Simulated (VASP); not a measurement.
# TaSi2 (C222) in VASP: single point with PBEsol

Aim: the single point of TaSi2 with PBEsol.

All numbers are computed with VASP 6.6.1; they aren't measurements. Logs are shortened: lines on timing, memory, paths and dates and some standing lists are left out, and cuts for length are marked.

**1. The cell of the first run**

It takes space group C222 (No. 21, orthorhombic). Conventional cell: a = 4.761 Å, b = 8.246 Å, c = 6.556 Å, α = 90.00°, β = 90.00°, γ = 90.00°. Within 3.4 Å of Ta (site symmetry 222) lie 10 Si at 2.60 to 2.82 Å and 4 Ta at 3.22 Å. Within 3.3 Å of Ta (site symmetry 2) lie 10 Si at 2.53 to 2.91 Å and 4 Ta at 3.22 to 3.26 Å. Si (site symmetry 2) has 5 Ta at 2.53 to 2.82 Å and 9 Si at 2.55 to 3.22 Å within 3.3 Å. Si (site symmetry 1) has 8 Si at 2.43 to 3.22 Å and 5 Ta at 2.60 to 2.91 Å within 3.3 Å.

**2. Single point, PBEsol (atoms displaced along a vibrational mode)**

Input file INCAR:

```
SYSTEM = TaSi2
PREC = Accurate ; ENCUT = 520
EDIFF = 1E-6 ; ISMEAR = 0
SIGMA = 0.15 ; LREAL = .False.
LASPH = .True. ; NELM = 100
ALGO = Normal ; ISIF = 2
LWAVE = .False. ; LCHARG = .False.
GGA = PS ; NBANDS = 38
```

Input file KPOINTS:

```
regular mesh
0
Gamma
  12 12 6
  0 0 0
```

Input file POSCAR:

```
TaSi2
1.0
    4.7608595319      0.0000000000      0.0000000000
   -2.3804297659      4.1230252985      0.0000000000
    0.0000000000      0.0000000000      6.5557841497
Ta Si
3 6
Direct
    0.5000000000      0.0000000000      0.5000000000
    0.5000000000      0.5000000000      0.8298023973
    0.0000000000      0.5000000000      0.1701976027
    0.1835215780      0.3670431561      0.5000000000
    0.8548104331      0.1490914841      0.8267109870
    0.7057189490      0.8509085159      0.1732890130
    0.8164784220      0.6329568439      0.5000000000
    0.1451895669      0.8509085159      0.8267109870
    0.2942810510      0.1490914841      0.1732890130
```

Potentials or basis: VASP PAW PBE potentials, release 64 (Ta_pv, Si).

The run is started by

```sh
$ cat potpaw_PBE.64/Ta_pv/POTCAR potpaw_PBE.64/Si/POTCAR > POTCAR
$ mpirun -np 1 vasp_std > vasp.out
```

OUTCAR:

```text
SYSTEM = TaSi2
   PREC = Accurate
   ENCUT = 520
   EDIFF = 1E-6
   ISMEAR = 0
   LREAL = .False.
   LASPH = .True.
   NELM = 100
   ISIF = 2
   GGA = PS

 ion  position               nearest neighbor table
   1  0.500  0.000  0.500-   6 2.60   9 2.60   8 2.60   5 2.60   7 2.61   4 2.61   4 2.82   7 2.82
                             4 2.82   7 2.82   2 3.22   2 3.22   3 3.22   3 3.22
   2  0.500  0.500  0.830-   4 2.53   7 2.53   8 2.66   5 2.66   8 2.68   5 2.68   6 2.68   9 2.68
                             8 2.91   5 2.91   1 3.22   1 3.22   3 3.26   3 3.26
   3  0.000  0.500  0.170-   4 2.53   7 2.53   6 2.66   9 2.66   9 2.68   6 2.68   5 2.68   8 2.68
                             6 2.91   9 2.91   1 3.22   1 3.22   2 3.26   2 3.26
   4  0.184  0.367  0.500-   3 2.53   2 2.53   5 2.55   9 2.55   1 2.61   7 2.62   7 2.62   1 2.82
                             1 2.82   7 3.03
   5  0.855  0.149  0.827-   8 2.43   4 2.55   6 2.58   1 2.60   2 2.66   2 2.68   3 2.68   8 2.91
                             2 2.91   8 2.94   9 3.09
   6  0.706  0.851  0.173-   9 2.43   7 2.55   5 2.58   1 2.60   3 2.66   3 2.68   2 2.68   9 2.91
                             3 2.91   9 2.94   8 3.09
   7  0.816  0.633  0.500-   3 2.53   2 2.53   8 2.55   6 2.55   1 2.61   4 2.62   4 2.62   1 2.82
                             1 2.82   4 3.03
   8  0.145  0.851  0.827-   5 2.43   7 2.55   9 2.58   1 2.60   2 2.66   2 2.68   3 2.68   5 2.91
                             2 2.91   5 2.94   6 3.09
   9  0.294  0.149  0.173-   6 2.43   4 2.55   8 2.58   1 2.60   3 2.66   3 2.68   2 2.68   6 2.91
                             3 2.91   6 2.94   5 3.09

  LATTYP: Found a hexagonal cell.
 ALAT       =     4.7608595319
 C/A-ratio  =     1.3770169243

  Lattice vectors:

 A1 = (   4.7608595319,   0.0000000000,   0.0000000000)
 A2 = (  -2.3804297659,   4.1230252985,   0.0000000000)
 A3 = (   0.0000000000,   0.0000000000,   6.5557841497)

Analysis of symmetry for initial positions (statically):
=====================================================================
 Subroutine PRICEL returns:
 Original cell was already a primitive cell.

 Routine SETGRP: Setting up the symmetry group for a
 hexagonal supercell.

 Subroutine GETGRP returns: Found  4 space group operations
 (whereof  4 operations were pure point group operations)
 out of a pool of 24 trial point group operations.

The static configuration has the point symmetry D_2 .

Analysis of symmetry for dynamics (positions and initial velocities):
=====================================================================
 Subroutine PRICEL returns:
 Original cell was already a primitive cell.

 Routine SETGRP: Setting up the symmetry group for a
 hexagonal supercell.

 Subroutine GETGRP returns: Found  4 space group operations
 (whereof  4 operations were pure point group operations)
 out of a pool of 24 trial point group operations.

The dynamic configuration has the point symmetry D_2 .

 Subroutine INISYM returns: Found  4 space group operations
 (whereof  4 operations are pure point group operations),
 and found     1 'primitive' translations

----------------------------------------------------------------------------------------

                                     Primitive cell

  volume of cell :     128.6844

  direct lattice vectors                    reciprocal lattice vectors
     4.760859532  0.000000000  0.000000000     0.210046105  0.121270175  0.000000000
    -2.380429766  4.123025298  0.000000000     0.000000000  0.242540350  0.000000000
     0.000000000  0.000000000  6.555784150     0.000000000  0.000000000  0.152537054

  length of vectors
     4.760859532  4.760859532  6.555784150     0.242540350  0.242540350  0.152537054

  position of ions in fractional coordinates (direct lattice)
     0.500000000  0.000000000  0.500000000
     0.500000000  0.500000000  0.829802397
     0.000000000  0.500000000  0.170197603
     0.183521578  0.367043156  0.500000000
     0.854810433  0.149091484  0.826710987
     0.705718949  0.850908516  0.173289013
     0.816478422  0.632956844  0.500000000
     0.145189567  0.850908516  0.826710987
     0.294281051  0.149091484  0.173289013

  ion indices of the primitive-cell ions
   primitive index   ion index
                 1           1
                 2           2
                 3           3
                 4           4
                 5           5
                 6           6
                 7           7
                 8           8
                 9           9

----------------------------------------------------------------------------------------

 KPOINTS: regular mesh

Automatic generation of k-mesh.
 Grid dimensions read from file:
 generate k-points for:   12   12    6

 Generating k-lattice:

  Cartesian coordinates                     Fractional coordinates (reciprocal lattice)
     0.017503842  0.010105848  0.000000000     0.083333333  0.000000000  0.000000000
     0.000000000  0.020211696  0.000000000     0.000000000  0.083333333  0.000000000
     0.000000000  0.000000000  0.025422842     0.000000000  0.000000000  0.166666667

  Length of vectors
     0.020211696  0.020211696  0.025422842

  Shift w.r.t. Gamma in fractional coordinates (k-lattice)
     0.000000000  0.000000000  0.000000000

 Subroutine IBZKPT returns following result:
 ===========================================

 Found    172 irreducible k-points:

 Following reciprocal coordinates:
            Coordinates               Weight
  0.000000  0.000000  0.000000      1.000000
  0.083333  0.000000  0.000000      4.000000
  0.000000  0.083333  0.000000      2.000000
  0.166667 -0.000000  0.000000      4.000000
  0.000000  0.166667  0.000000      2.000000
  0.250000  0.000000  0.000000      4.000000
[... 16 lines left out ...]
 -0.083333  0.416667  0.000000      4.000000
 -0.416667  0.333333  0.000000      4.000000
 [... further k-points ...]
   k-points           NKPTS =    172   k-points in BZ     NKDIM =    172   number of bands    NBANDS=     38
   number of dos      NEDOS =    301   number of ions     NIONS =      9
   total plane-waves  NPLWV =  64800
   dimension x,y,z NGX =    36 NGY =   36 NGZ =   50
   dimension x,y,z NGXF=    72 NGYF=   72 NGZF=  100
   ions per type =               3   6
   NGX,Y,Z   is equivalent  to a cutoff of  12.57, 12.57, 12.68 a.u.
   NGXF,Y,Z  is equivalent  to a cutoff of  25.14, 25.14, 25.36 a.u.
 SYSTEM =  TaSi2
   PREC   = accura    normal or accurate (medium, high low for compatibility)
   ISTART =      0    job   : 0-new  1-cont  2-samecut
   ICHARG =      2    charge: 1-file 2-atom 10-const
   ISPIN  =      1    spin polarized calculation?
   LNONCOLLINEAR =      F non collinear calculations
   LSORBIT =      F    spin-orbit coupling
   LASPH  =      T    aspherical Exc in radial PAW
   ENCUT  =  520.0 eV  38.22 Ry    6.18 a.u.   8.85  8.85 12.19*2*pi/ulx,y,z
   NELM   =    100;   NELMIN=  2; NELMDL= -5     # of ELM steps
   EDIFF  = 0.1E-05   stopping-criterion for ELM
   LREAL  =      F    real-space projection
[... 7 lines left out ...]
   TEBEG  =    0.0;   TEEND  =   0.0 temperature during run
   PSTRESS=    0.0 pullay stress
   NELECT =      57.0000    total number of electrons
   NUPDOWN=      -1.0000    fix difference up-down
   EMIN   =  10.00;   EMAX   =-10.00  energy-range for DOS
   EFERMI =   0.00;   METHOD = LEGACY
   ISMEAR =     0;   SIGMA  =   0.15  broadening in eV -4-tet -1-fermi 0-gaus
   EFERMI_NEDOS =   21; number of points for ismear=-14 and -15
   IALGO  =     38    algorithm
   IMIX   =      4    mixing-type and parameters
     AMIX     =   0.40;   BMIX     =  1.00
     AMIX_MAG =   1.60;   BMIX_MAG =  1.00
  volume/ion in A,a.u.               =      14.30        96.49
  Fermi-wavevector in a.u.,A,eV,Ry     =   1.247933  2.358251 21.188838  1.557336
  Thomas-Fermi vector in A             =   2.382042
   LORBIT       =      0    0 simple, 1 ext, 2 COOP (PROOUT), +10 PAW based schemes
   GGA     = PS    functional components
   LHFCALC =     F    Hartree Fock is set to
   AEXX    =    0.0000 exact exchange contribution
   IVDW    =     0    specifies the selected vdW correction
   LEPSILON=     F    determine dielectric tensor
   LRPA    =     F    only Hartree local field effects (RPA)
 non-spin polarized calculation
 Gauss-broadening in eV      SIGMA  =   0.15
  energy-cutoff  :      520.00
  volume of cell :      128.68
 maximum number of plane-waves:      3501
   NGX = 17   NGY = 17   NGZ = 25

 number of electron      57.0000001 magnetization

 Free energy of the ion-electron system (eV)
  ---------------------------------------------------
  ext. energy  EPLUGINS =         0.00000000
  ---------------------------------------------------
  free energy    TOTEN  =       -76.75552394 eV

  energy without entropy =      -76.71568139  energy(sigma->0) =      -76.73560266

 E-fermi :   9.3974     XC(G=0): -12.1939

 val. band max:        9.3958007493   @ k =   0.0000   0.1667   0.3333
 cond. band min:       9.4012467431   @ k =   0.5000   0.3333   0.3333
 fundamental gap:      0.0054459938
 Fermi energy:         9.3974432645

 k-point     1 :       0.0000    0.0000    0.0000
  band No.  band energies     occupation
      1     -24.9606      2.00000
      2     -24.9132      2.00000
      3     -24.8999      2.00000
      4     -24.8818      2.00000
      5     -24.8408      2.00000
      6     -24.7761      2.00000
[... 30 lines left out ...]
     37      13.2809      0.00000
     38      13.4346      0.00000

 k-point     2 :       0.0833    0.0000    0.0000
  band No.  band energies     occupation
      1     -24.9622      2.00000
      2     -24.9216      2.00000
      3     -24.8924      2.00000
      4     -24.8802      2.00000
      5     -24.8417      2.00000
      6     -24.7772      2.00000
[... 30 lines left out ...]
     37      13.1625      0.00000
     38      13.3671      0.00000
[... 859 lines left out ...]
     37      13.0995      0.00000
     38      13.7050      0.00000

 k-point    24 :      -0.4167    0.3333    0.0000
  band No.  band energies     occupation
      1     -24.9696      2.00000
      2     -24.9644      2.00000
      3     -24.8795      2.00000
      4     -24.8560      2.00000
      5     -24.8489      2.00000
      6     -24.7914      2.00000
[... 30 lines left out ...]
     37      13.3194      0.00000
     38      13.5304      0.00000

 [... further k-points ...]
[... 5 lines left out ...]
  --------------------------------------------------------------------------------------
  -------------------------------------------------------------------------------------
  Total        3.8294491      1.8240293      0.6399785      0.0000000      0.0000000      0.0000000
  in kB       47.6783121     22.7099609      7.9680110      0.0000000      0.0000000      0.0000000
  external PRESSURE =      26.1187613 kB  Pullay stress =       0.0000000 kB

 VOLUME and BASIS-vectors are now :
 -----------------------------------------------------------------------------
  energy-cutoff  :      520.00
  volume of cell :      128.68
      direct lattice vectors                 reciprocal lattice vectors
     4.760859532  0.000000000  0.000000000     0.210046105  0.121270175  0.000000000
    -2.380429766  4.123025298  0.000000000     0.000000000  0.242540350  0.000000000
     0.000000000  0.000000000  6.555784150     0.000000000  0.000000000  0.152537054

 POSITION                                       TOTAL-FORCE (eV/Angst)
 -----------------------------------------------------------------------------------
      2.38043      0.00000      3.27789         0.000000      0.000000      0.000000
      1.19021      2.06151      5.44001         0.000000      0.000000      1.321897
     -1.19021      2.06151      1.11578         0.000000      0.000000     -1.321897
     -0.00000      1.51333      3.27789        -0.000000     -1.612221      0.000000
      3.71473      0.61471      5.41974        -1.056214      0.526425      0.316415
      1.33430      3.50832      1.13605        -1.056214     -0.526425     -0.316415
      2.38043      2.60970      3.27789         0.000000      1.612221      0.000000
     -1.33430      3.50832      5.41974         1.056214     -0.526425      0.316415
      1.04613      0.61471      1.13605         1.056214      0.526425     -0.316415
 -----------------------------------------------------------------------------------
    total drift:                               -0.000000     -0.000000     -0.000000

  FREE ENERGIE OF THE ION-ELECTRON SYSTEM (eV)
  ---------------------------------------------------
  free  energy   TOTEN  =       -76.7555239413 eV

  energy  without entropy=      -76.7156813873  energy(sigma->0) =      -76.73560266
```

Wall time 6.7 min (1 thread of Intel Xeon Platinum 8559C (Emerald Rapids), shared host); peak memory 0.7 GiB.

What came out:

- Free energy: -76.7555 eV
- Pressure: 2.6 GPa
- Largest force: 1.612 eV/Å
- Band gap on the k mesh: zero (an odd number of electrons rules out a gap without spin polarisation)

Forces in eV/Å, atoms in the order of the input:
```
Ta   0.000  0.000  0.000
Ta   0.000  0.000  1.322
Ta   0.000  0.000 -1.322
Si   0.000 -1.612  0.000
Si  -1.056  0.526  0.316
Si  -1.056 -0.526 -0.316
Si   0.000  1.612  0.000
Si   1.056 -0.526  0.316
Si   1.056  0.526 -0.316
```

Stress tensor (GPa, compression positive):
```
4.77 0.00 0.00
0.00 2.27 0.00
0.00 0.00 0.80
```

Levels at points of the mesh, in eV from the Fermi level:
```
           k point  band 25  band 26  band 27  band 28  band 29  band 30  band 31  band 32  band 33  band 34
(0.00, 0.00, 0.00)    -2.45    -2.30    -2.12    -2.00    -1.18     0.69     2.84     2.98     3.37     3.45
(0.50, 0.00, 0.00)    -2.15    -1.28    -0.52    -0.34     0.30     0.79     1.21     1.61     1.99     2.33
(0.00, 0.50, 0.00)    -1.88    -1.13    -0.85    -0.45    -0.27     0.87     1.17     1.64     1.96     2.22
(0.00, 0.00, 0.50)    -2.40    -2.19    -2.08    -1.19     1.00     1.13     2.37     2.90     3.17     3.20
(0.50, 0.00, 0.50)    -2.08    -1.89    -1.60    -0.62    -0.31     1.40     1.88     2.48     2.52     2.81
(0.00, 0.50, 0.50)    -2.06    -2.02    -2.00    -0.84    -0.09     1.73     1.99     2.33     2.39     2.42
```

Caveat: the cell differs from its parent crystal (atoms displaced along a vibrational mode); the PAW data sets were made with another functional, which shifts forces and pressure a little; spin-orbit coupling is left out, which moves the levels of the heavy elements.
